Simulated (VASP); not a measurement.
# HfWS5 (P4/mmm) in VASP: notebook

HfWS5 is run at these levels: PBE; tasks: single point.

Program: VASP 6.6.1. These are calculated values, not measurements. Logs are shortened: lines on timing, memory, paths and dates and some standing lists are left out, and cuts for length are marked.

### 1 The cell of the first run

It takes space group P4/mmm (No. 123, tetragonal). Conventional cell: a = 4.339 Å, b = 4.339 Å, c = 6.173 Å, α = 90.00°, β = 90.00°, γ = 90.00°. Within 3.7 Å of Hf (site symmetry 4/mmm) lie 12 S at 2.79 to 3.07 Å. Within 3.4 Å of W (site symmetry 4/mmm) lie 10 S at 2.55 to 3.09 Å. S (site symmetry 2mm) has 2 W at 2.55 Å and 8 S at 2.67 to 3.50 Å and 2 Hf at 2.79 Å within 3.6 Å. S (site symmetry 4/mmm) has 8 S at 2.79 Å and 4 Hf at 3.07 Å and 2 W at 3.09 Å within 3.7 Å.

The cell was built from a structure type or drawn by symmetry, and may not be a known phase.

### 2 Single point, PBE

The input, INCAR:

```
SYSTEM = HfWS5
ALGO = Normal
EDIFF = 1E-7
ENCUT = 520
GGA = PE
ISIF = 2
ISMEAR = 0
LASPH = .TRUE.
LCHARG = .FALSE.
LREAL = .FALSE.
LWAVE = .FALSE.
NBANDS = 36
NELM = 60
PREC = Accurate
SIGMA = 0.1
```

The input, KPOINTS:

```
k-points
0
G
  4 4 2
  0 0 0
```

The input, POSCAR:

```
HfWS5
1.0
    4.3391516782      0.0000000000      0.0000000000
    0.0000000000      4.3391516782      0.0000000000
    0.0000000000      0.0000000000      6.1726657352
Hf W S
1 1 5
Direct
    0.5000000000      0.5000000000      0.0000000000
    0.0000000000      0.0000000000      0.5000000000
    0.0000000000      0.5000000000      0.2837056647
    0.0000000000      0.5000000000      0.7162943353
    0.5000000000      0.0000000000      0.2837056647
    0.5000000000      0.0000000000      0.7162943353
    0.0000000000      0.0000000000      0.0000000000
```

Potentials or basis: VASP PAW PBE potentials, release 64 (Hf_pv, W_sv, S).

Launch:

```sh
$ cat potpaw_PBE.64/Hf_pv/POTCAR potpaw_PBE.64/W_sv/POTCAR potpaw_PBE.64/S/POTCAR > POTCAR
$ mpirun -np 1 vasp_std > vasp.out
```

OUTCAR:

```text
SYSTEM = HfWS5
   EDIFF = 1E-7
   ENCUT = 520
   GGA = PE
   ISIF = 2
   ISMEAR = 0
   LASPH = .TRUE.
   LREAL = .FALSE.
   NELM = 60
   PREC = Accurate

 ion  position               nearest neighbor table
   1  0.500  0.500  0.000-   3 2.79   4 2.79   5 2.79   6 2.79   5 2.79   6 2.79   3 2.79   4 2.79
                             7 3.07   7 3.07   7 3.07   7 3.07
   2  0.000  0.000  0.500-   3 2.55   4 2.55   5 2.55   6 2.55   3 2.55   4 2.55   5 2.55   6 2.55
                             7 3.09   7 3.09
   3  0.000  0.500  0.284-   2 2.55   2 2.55   4 2.67   7 2.79   1 2.79   7 2.79   1 2.79
   4  0.000  0.500  0.716-   2 2.55   2 2.55   3 2.67   7 2.79   1 2.79   7 2.79   1 2.79
   5  0.500  0.000  0.284-   2 2.55   2 2.55   6 2.67   7 2.79   1 2.79   1 2.79   7 2.79
   6  0.500  0.000  0.716-   2 2.55   2 2.55   5 2.67   7 2.79   1 2.79   1 2.79   7 2.79
   7  0.000  0.000  0.000-   3 2.79   4 2.79   5 2.79   6 2.79   3 2.79   4 2.79   5 2.79   6 2.79
                             1 3.07   1 3.07   1 3.07   1 3.07   2 3.09   2 3.09

  LATTYP: Found a simple tetragonal cell.
 ALAT       =     4.3391516782
 C/A-ratio  =     1.4225512711

  Lattice vectors:

 A1 = (   4.3391516782,   0.0000000000,   0.0000000000)
 A2 = (   0.0000000000,   4.3391516782,   0.0000000000)
 A3 = (   0.0000000000,   0.0000000000,   6.1726657352)

Analysis of symmetry for initial positions (statically):
=====================================================================
 Subroutine PRICEL returns:
 Original cell was already a primitive cell.

 Routine SETGRP: Setting up the symmetry group for a
 simple tetragonal supercell.

 Subroutine GETGRP returns: Found 16 space group operations
 (whereof 16 operations were pure point group operations)
 out of a pool of 16 trial point group operations.

The static configuration has the point symmetry D_4h.

Analysis of symmetry for dynamics (positions and initial velocities):
=====================================================================
 Subroutine PRICEL returns:
 Original cell was already a primitive cell.

 Routine SETGRP: Setting up the symmetry group for a
 simple tetragonal supercell.

 Subroutine GETGRP returns: Found 16 space group operations
 (whereof 16 operations were pure point group operations)
 out of a pool of 16 trial point group operations.

The dynamic configuration has the point symmetry D_4h.

 Subroutine INISYM returns: Found 16 space group operations
 (whereof 16 operations are pure point group operations),
 and found     1 'primitive' translations

----------------------------------------------------------------------------------------

                                     Primitive cell

  volume of cell :     116.2204

  direct lattice vectors                    reciprocal lattice vectors
     4.339151678  0.000000000  0.000000000     0.230459794  0.000000000  0.000000000
     0.000000000  4.339151678  0.000000000     0.000000000  0.230459794  0.000000000
     0.000000000  0.000000000  6.172665735     0.000000000  0.000000000  0.162004561

  length of vectors
     4.339151678  4.339151678  6.172665735     0.230459794  0.230459794  0.162004561

  position of ions in fractional coordinates (direct lattice)
     0.500000000  0.500000000  0.000000000
     0.000000000  0.000000000  0.500000000
     0.000000000  0.500000000  0.283705665
     0.000000000  0.500000000  0.716294335
     0.500000000  0.000000000  0.283705665
     0.500000000  0.000000000  0.716294335
     0.000000000  0.000000000  0.000000000

  ion indices of the primitive-cell ions
   primitive index   ion index
                 1           1
                 2           2
                 3           3
                 4           4
                 5           5
                 6           6
                 7           7

----------------------------------------------------------------------------------------

 KPOINTS: k-points

Automatic generation of k-mesh.
 Grid dimensions read from file:
 generate k-points for:    4    4    2

 Generating k-lattice:

  Cartesian coordinates                     Fractional coordinates (reciprocal lattice)
     0.057614948  0.000000000  0.000000000     0.250000000  0.000000000  0.000000000
     0.000000000  0.057614948  0.000000000     0.000000000  0.250000000  0.000000000
     0.000000000  0.000000000  0.081002280     0.000000000  0.000000000  0.500000000

  Length of vectors
     0.057614948  0.057614948  0.081002280

  Shift w.r.t. Gamma in fractional coordinates (k-lattice)
     0.000000000  0.000000000  0.000000000

 Subroutine IBZKPT returns following result:
 ===========================================

 Found     12 irreducible k-points:

 Following reciprocal coordinates:
            Coordinates               Weight
  0.000000  0.000000  0.000000      1.000000
  0.250000  0.000000  0.000000      4.000000
  0.500000  0.000000  0.000000      2.000000
  0.250000  0.250000  0.000000      4.000000
  0.500000  0.250000  0.000000      4.000000
  0.500000  0.500000  0.000000      1.000000
  0.000000  0.000000  0.500000      1.000000
  0.250000  0.000000  0.500000      4.000000
  0.500000  0.000000  0.500000      2.000000
  0.250000  0.250000  0.500000      4.000000
  0.500000  0.250000  0.500000      4.000000
  0.500000  0.500000  0.500000      1.000000
   k-points           NKPTS =     12   k-points in BZ     NKDIM =     12   number of bands    NBANDS=     36
   number of dos      NEDOS =    301   number of ions     NIONS =      7
   total plane-waves  NPLWV =  49152
   dimension x,y,z NGX =    32 NGY =   32 NGZ =   48
   dimension x,y,z NGXF=    64 NGYF=   64 NGZF=   96
   ions per type =               1   1   5
   NGX,Y,Z   is equivalent  to a cutoff of  12.26, 12.26, 12.93 a.u.
   NGXF,Y,Z  is equivalent  to a cutoff of  24.52, 24.52, 25.86 a.u.
 SYSTEM =  HfWS5
   PREC   = accura    normal or accurate (medium, high low for compatibility)
   ISTART =      0    job   : 0-new  1-cont  2-samecut
   ICHARG =      2    charge: 1-file 2-atom 10-const
   ISPIN  =      1    spin polarized calculation?
   LNONCOLLINEAR =      F non collinear calculations
   LSORBIT =      F    spin-orbit coupling
   LASPH  =      T    aspherical Exc in radial PAW
   ENCUT  =  520.0 eV  38.22 Ry    6.18 a.u.   8.07  8.07 11.48*2*pi/ulx,y,z
   NELM   =     60;   NELMIN=  2; NELMDL= -5     # of ELM steps
   EDIFF  = 0.1E-06   stopping-criterion for ELM
   LREAL  =      F    real-space projection
   EDIFFG = 0.1E-05   stopping-criterion for IOM
   NSW    =      0    number of steps for IOM
   IBRION =     -1    ionic relax: 0-MD 1-quasi-New 2-CG
   NFREE  =      0    steps in history (QN), initial steepest desc. (CG)
   ISIF   =      2    stress and relaxation
   ISYM   =      2    0-nonsym 1-usesym 2-fastsym
   POTIM  = 0.5000    time-step for ionic-motion
   TEBEG  =    0.0;   TEEND  =   0.0 temperature during run
   PSTRESS=    0.0 pullay stress
   NELECT =      54.0000    total number of electrons
   NUPDOWN=      -1.0000    fix difference up-down
   EMIN   =  10.00;   EMAX   =-10.00  energy-range for DOS
   EFERMI =   0.00;   METHOD = LEGACY
   ISMEAR =     0;   SIGMA  =   0.10  broadening in eV -4-tet -1-fermi 0-gaus
   EFERMI_NEDOS =   21; number of points for ismear=-14 and -15
   IALGO  =     38    algorithm
   IMIX   =      4    mixing-type and parameters
     AMIX     =   0.40;   BMIX     =  1.00
     AMIX_MAG =   1.60;   BMIX_MAG =  1.00
  volume/ion in A,a.u.               =      16.60       112.04
  Fermi-wavevector in a.u.,A,eV,Ry     =   1.267979  2.396132 21.875037  1.607770
  Thomas-Fermi vector in A             =   2.401098
   LORBIT       =      0    0 simple, 1 ext, 2 COOP (PROOUT), +10 PAW based schemes
   GGA     = PE    functional components
   LHFCALC =     F    Hartree Fock is set to
   AEXX    =    0.0000 exact exchange contribution
   IVDW    =     0    specifies the selected vdW correction
   LEPSILON=     F    determine dielectric tensor
   LRPA    =     F    only Hartree local field effects (RPA)
 non-spin polarized calculation
 Gauss-broadening in eV      SIGMA  =   0.10
  energy-cutoff  :      520.00
  volume of cell :      116.22
 maximum number of plane-waves:      3176
   NGX = 17   NGY = 17   NGZ = 23

 number of electron      53.9999995 magnetization

 Free energy of the ion-electron system (eV)
  ---------------------------------------------------
  ext. energy  EPLUGINS =         0.00000000
  ---------------------------------------------------
  free energy    TOTEN  =       -45.19454117 eV

  energy without entropy =      -45.15433789  energy(sigma->0) =      -45.17443953

 E-fermi :   7.7870     XC(G=0): -11.3818

 val. band max:        7.7800323714   @ k =   0.5000   0.2500   0.0000
 cond. band min:       7.8163805929   @ k =   0.2500   0.2500   0.0000
 fundamental gap:      0.0363482215
 Fermi energy:         7.7870184742

 k-point     1 :       0.0000    0.0000    0.0000
  band No.  band energies     occupation
      1     -66.4985      2.00000
      2     -30.7678      2.00000
      3     -30.7678      2.00000
      4     -30.5222      2.00000
      5     -23.9818      2.00000
      6     -23.9817      2.00000
[... 28 lines left out ...]
     35      12.2293      0.00000
     36      12.5288      0.00000

 k-point     2 :       0.2500    0.0000    0.0000
  band No.  band energies     occupation
      1     -66.4985      2.00000
      2     -30.7731      2.00000
      3     -30.7676      2.00000
      4     -30.5215      2.00000
      5     -23.9919      2.00000
      6     -23.9809      2.00000
[... 28 lines left out ...]
     35      11.5681      0.00000
     36      12.3918      0.00000
[... 349 lines left out ...]
     35      11.3508      0.00000
     36      11.3994      0.00000

 k-point    12 :       0.5000    0.5000    0.5000
  band No.  band energies     occupation
      1     -66.4984      2.00000
      2     -30.7779      2.00000
      3     -30.7779      2.00000
      4     -30.5195      2.00000
      5     -23.9997      2.00000
      6     -23.9997      2.00000
[... 28 lines left out ...]
     35      11.1474      0.00000
     36      11.7236      0.00000

------------------------ aborting loop because EDIFF is reached ----------------------------------------

  FORCE on cell =-STRESS in cart. coord.  units (eV):
  Direction    XX          YY          ZZ          XY          YZ          ZX
  --------------------------------------------------------------------------------------
  -------------------------------------------------------------------------------------
  Total       -0.0721138     -0.0721138     -0.1697456      0.0000000      0.0000000      0.0000000
  in kB       -0.9941380     -0.9941380     -2.3400585      0.0000000      0.0000000      0.0000000
  external PRESSURE =      -1.4427782 kB  Pullay stress =       0.0000000 kB

 VOLUME and BASIS-vectors are now :
 -----------------------------------------------------------------------------
  energy-cutoff  :      520.00
  volume of cell :      116.22
      direct lattice vectors                 reciprocal lattice vectors
     4.339151678  0.000000000  0.000000000     0.230459794  0.000000000  0.000000000
     0.000000000  4.339151678  0.000000000     0.000000000  0.230459794  0.000000000
     0.000000000  0.000000000  6.172665735     0.000000000  0.000000000  0.162004561

 POSITION                                       TOTAL-FORCE (eV/Angst)
 -----------------------------------------------------------------------------------
      2.16958      2.16958      0.00000         0.000000      0.000000     -0.000000
      0.00000      0.00000      3.08633         0.000000      0.000000     -0.000000
      0.00000      2.16958      1.75122         0.000000      0.000000     -0.072405
      0.00000      2.16958      4.42145        -0.000000     -0.000000      0.072405
      2.16958      0.00000      1.75122         0.000000     -0.000000     -0.072405
      2.16958      0.00000      4.42145        -0.000000     -0.000000      0.072405
      0.00000      0.00000      0.00000         0.000000      0.000000     -0.000000
 -----------------------------------------------------------------------------------
    total drift:                                0.000000     -0.000000     -0.000000

  FREE ENERGIE OF THE ION-ELECTRON SYSTEM (eV)
  ---------------------------------------------------
  free  energy   TOTEN  =       -45.1945411706 eV

  energy  without entropy=      -45.1543378873  energy(sigma->0) =      -45.17443953
```

It took 2.5 min on 1 thread of Intel Xeon 8259CL, shared host; peak memory 0.24 GiB.

Results:

* Free energy: -45.1945 eV
* Pressure: -0.1 GPa
* Largest force: 0.072 eV/Å
* Band gap on the k mesh: zero (bands 27 and 28 overlap by 1.09 eV)

Forces on the atoms (eV/Å):
```
Hf   0.000  0.000  0.000
W    0.000  0.000  0.000
S    0.000  0.000 -0.072
S    0.000  0.000  0.072
S    0.000  0.000 -0.072
S    0.000  0.000  0.072
S    0.000  0.000  0.000
```

Caveat: the k points lie up to 0.51 Å⁻¹ apart, too coarse for converged energies and pressures of a metal; spin-orbit coupling is left out, which moves the levels of the heavy elements.

(Continued in part 2 of 2.)
